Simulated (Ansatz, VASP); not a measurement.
YF5: VASP beside Ansatz

Contents of INCAR:

```
SYSTEM = YF5
PREC = Accurate
ENCUT = 520
EDIFF = 1E-6
ISMEAR = 0
SIGMA = 0.1
LREAL = .FALSE.
LASPH = .TRUE.
NELM = 150
ALGO = Normal
ISIF = 2
LWAVE = .FALSE.
LCHARG = .FALSE.
ISPIN = 2
MAGMOM = 0 1 1 1 1 1
LORBIT = 11
LMAXMIX = 4
GGA = PE
NBANDS = 36
```

KPOINTS

```
Automatic mesh
0
G
  6 6 4
  0 0 0
```

The input POSCAR:

```
YF5
1.0
    4.0437048400      0.0000000000      0.0000000000
   -2.0218524200      3.5019511200      0.0000000000
    0.0000000000      0.0000000000      6.1754549000
Y F
1 5
Direct
    0.0000000000      0.0000000000      0.0000000000
    0.5000000000      0.0000000000      0.5000000000
    0.0000000000      0.5000000000      0.5000000000
    0.5000000000      0.5000000000      0.5000000000
    0.0000000000      0.0000000000      0.5768766300
    0.0000000000      0.0000000000      0.4231233700
```

Input for Ansatz:

```yaml
crystal:
  lattice:
    - [4.04370484, 0.0, 0.0]
    - [-2.02185242, 3.50195112, 0.0]
    - [0.0, 0.0, 6.1754549]
  atoms:
    - { symbol: "Y", position: [0.0, 0.0, 0.0] }
    - { symbol: F, position: [0.5, 0.0, 0.5], spin: 1.0 }
    - { symbol: F, position: [0.0, 0.5, 0.5], spin: 1.0 }
    - { symbol: F, position: [0.5, 0.5, 0.5], spin: 1.0 }
    - { symbol: F, position: [0.0, 0.0, 0.57687663], spin: 1.0 }
    - { symbol: F, position: [0.0, 0.0, 0.42312337], spin: 1.0 }
basis:
  ecutwfc: 420
kpoints:
  mp_grid: { grid: [6, 6, 4] }
hamiltonian:
  xc: pbe
scf:
  occupations: { method: gaussian, width: 0.1 }
  lower_state_search: "off"
output:
  forces: true
  stress: true
  eigenvalues: true
  populations: true
magnetization:
  spin_polarized: true
```

Alike in both runs: task single point; functional PBE; k mesh 6 × 6 × 4; occupations gaussian, width 0.1 eV; collinear spin.

|  | VASP | Ansatz |
| --- | --- | --- |
| version | VASP 6.6.1 | Ansatz 0.2.0 |
| potentials or method | VASP PAW PBE potentials, release 64 (Y_sv, F), cutoff 520 eV | scalar-relativistic, plane waves, PAW |
| valence electrons in the cell | 46 | 46 |

```tsv
	VASP	Ansatz	Ansatz less VASP
gap on the k mesh at the Fermi level (eV)	none	none	-
rms of the force components (eV/Å)	29.069	24.138	-4.9313
net moment per atom (μB)	0.07	0.07	-0.001
size of the moment on the site where the two differ most (μB)	0.14	0.14	+0.002
```

Site moments also hang on the region over which each program counts them. Atom by atom the forces differ by 4.931 eV/Å (rms over components). A gap of «none» marks a metal or a gap that the smearing closes. Ansatz's warnings: seeded moment not kept.

Noted on VASP's run: the standard files for N, O and F lose accuracy on very short bonds.
